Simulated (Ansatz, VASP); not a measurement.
# Two plane-wave programs on Eu

Contents of INCAR:

```
  PREC = Accurate
  ENCUT = 520
  EDIFF = 1E-6
  ISMEAR = -1
  SIGMA = 0.05
  LREAL = F
  LASPH = T
  NELM = 150
  ALGO = Normal
  ISIF = 2
  LWAVE = F
  LCHARG = F
  ISPIN = 2
  MAGMOM = 8.8
  LORBIT = 11
  NUPDOWN = 8.8
  LMAXMIX = 6
  GGA = PE
  NBANDS = 18
```

File KPOINTS:

```
regular mesh
0
Gamma
  7 7 7
```

File POSCAR:

```
Eu
1.0
   -2.3030000000      2.3030000000      2.3030000000
    2.3030000000     -2.3030000000      2.3030000000
    2.3030000000      2.3030000000     -2.3030000000
Eu
1
Direct
    0.0000000000      0.0000000000      0.0000000000
```

The input input.yaml:

```yaml
crystal:
  lattice:
    - [-2.303, 2.303, 2.303]
    - [2.303, -2.303, 2.303]
    - [2.303, 2.303, -2.303]
  atoms:
    - { symbol: Eu, position: [0.0, 0.0, 0.0], spin: 8.8 }
hamiltonian:
  xc: pbe
  pseudopotentials: { kind: paw }
magnetization:
  spin_polarized: true
  initial_magnetization: 8.8
  spin_locking: { lock_magnetization: hard }
kpoints:
  mp_grid: { grid: [7, 7, 7] }
scf:
  occupations: { method: fermi_dirac, width: 0.05 }
  lower_state_search: "off"
output:
  forces: true
  stress: true
  eigenvalues: true
  write_density: true
  write_potential: true
  elf: true
  volumetric_format: npy
```

Alike in both runs: task single point; functional PBE; k mesh 7 × 7 × 7; occupations fermi-dirac, width 0.05 eV; collinear spin; fixed moment 8.8 μB.

```csv
,VASP,Ansatz
version,VASP 6.6.1,Ansatz 0.2.0
potentials or method,"VASP PAW PBE potentials, release 64 (Eu)",Ansatz PAW
plane-wave cutoff (eV),520,420
valence electrons in the cell,17,17
```

```csv
,VASP,Ansatz,Ansatz less VASP
pressure (GPa),-2.2,-1.9,+0.27
net moment per atom (μB),8.80,8.80,0.000
size of the moment on the site where the two differ most (μB),6.99,7.79,+0.805
```

Site moments also hang on the region over which each program counts them.

Neither program's run includes spin-orbit coupling.
